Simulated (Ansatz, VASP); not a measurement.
# TePb in VASP and in Ansatz

The input POSCAR:

```
TePb
1.0
    4.0807831442      0.0000000000      0.0000000000
    0.0000000000      4.0807831442      0.0000000000
    0.0000000000      0.0000000000      4.0807831442
Pb Te
1 1
Direct
    0.0000000000      0.0000000000      0.0000000000
    0.5000000000      0.5000000000      0.5000000000
```

File INCAR.step1:

```
PREC = Accurate ; ENCUT = 520
EDIFF = 1E-5 ; ISMEAR = -1
SIGMA = 0.05 ; LREAL = F
LASPH = T ; NELM = 80
ALGO = Normal ; ISIF = 2
LWAVE = T ; LCHARG = F
GGA = PE ; NBANDS = 17
```

Contents of INCAR.step2:

```
PREC = Accurate ; ENCUT = 520
EDIFF = 1E-6 ; ISMEAR = -1
SIGMA = 0.05 ; LREAL = F
LASPH = T ; NELM = 80
ALGO = Normal ; ISIF = 2
LWAVE = F ; LCHARG = F
METAGGA = R2SCAN ; LHFCALC = T
AEXX = 0.25 ; LMIXTAU = T
PRECFOCK = Normal ; ISTART = 1
NBANDS = 17
```

Contents of KPOINTS:

```
regular mesh
0
Gamma
  4 4 4
```

Contents of input.yaml:

```yaml
crystal:
  lattice:
    - [4.0807831442, 0.0, 0.0]
    - [0.0, 4.0807831442, 0.0]
    - [0.0, 0.0, 4.0807831442]
  atoms:
    - { symbol: Pb, position: [0.0, 0.0, 0.0] }
    - { symbol: Te, position: [0.5, 0.5, 0.5] }
hamiltonian:
  xc: r2scan0
  pseudopotentials: { kind: paw }
kpoints:
  mp_grid: { grid: [4, 4, 4] }
scf:
  occupations: { method: fermi_dirac, width: 0.05 }
output:
  forces: true
  stress: true
  eigenvalues: true
```

Alike in both runs: task single point; functional r2SCAN0; k mesh 4 × 4 × 4; occupations fermi-dirac, width 0.05 eV; no spin polarisation.

|  | VASP | Ansatz |
| --- | --- | --- |
| version | VASP 6.6.1 | Ansatz 0.2.0 |
| potentials or method | VASP PAW PBE potentials, release 64 (Pb_d, Te) | Ansatz PAW |
| plane-wave cutoff (eV) | 520 | 500 |
| valence electrons in the cell | 20 | 30 |

VASP gave:

* gap on the k mesh at the Fermi level (eV): none
* pressure (GPa): -3.1

Task: Estimate Ansatz's values.

Result: gap on the k mesh at the Fermi level (eV): none; pressure (GPa): -2.8.

VASP's potentials were made for PBE, not for r2SCAN0. A gap of «none» marks a metal or a gap that the smearing closes. VASP's potentials hold 20 valence electrons a cell and Ansatz's 30, so a difference there can come from the potentials and not from the codes.

The k mesh is coarse, so the values compare programs but aren't converged. Neither program's run includes spin-orbit coupling.
